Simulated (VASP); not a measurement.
Write the native input for VASP 6.6.1 that does the following.

| Property | Result |
| --- | --- |
| Task | single point |
| Functional | PBE |
| Potentials or basis | VASP PAW PBE potentials, release 64 (Hf_pv) |
| Cutoff | 500 eV |
| k mesh | 4 × 4 × 4 |
| Occupations | fermi-dirac, width 0.1 eV |
| Spin | no spin polarisation |
| Dipole correction | no |
| Further INCAR settings | ALGO = Normal; EDIFF = 1e-06; NBANDS = 11 |

The structure of Hf lies in POSCAR:

```
Hf
1.0
   -2.2429137693      0.0000000000      2.2429137693
    0.0000000000      2.2429137693      2.2429137693
   -2.2429137693      2.2429137693      0.0000000000
Hf
1
Direct
    0.0000000000      0.0000000000      0.0000000000
```

The input as run:

INCAR

```
  ALGO = Normal
  EDIFF = 1E-6
  ENCUT = 500
  GGA = PE
  GGA_COMPAT = False
  ISIF = 2
  ISMEAR = -1
  LASPH = True
  LCHARG = True
  LELF = True
  LREAL = False
  LVHAR = True
  LWAVE = False
  NBANDS = 11
  NELM = 120
  PREC = Accurate
  SIGMA = 0.1
```

KPOINTS

```
k-points
0
Gamma
  4 4 4
```

Potentials or basis: VASP PAW PBE potentials, release 64 (Hf_pv).

The run is started by

```bash
$ cat potpaw_PBE.64/Hf_pv/POTCAR > POTCAR
$ mpirun -np 1 vasp_std > vasp.out
```

It gave:

```yaml
Pressure: -0.3 GPa
Band_gap_on_the_k_mesh: zero (band 5 reaches 6.11 eV, above the bottom of band 6 at 4.32 eV)
```

Caveat: the k points lie up to 0.61 Å⁻¹ apart; spin-orbit coupling is left out, which moves the levels of the heavy elements.

Run time: 2.8 s on 1 thread of Intel(R) Xeon(R) Platinum 8559C (Emerald Rapids) (shared host), peak memory 0.13 GiB.
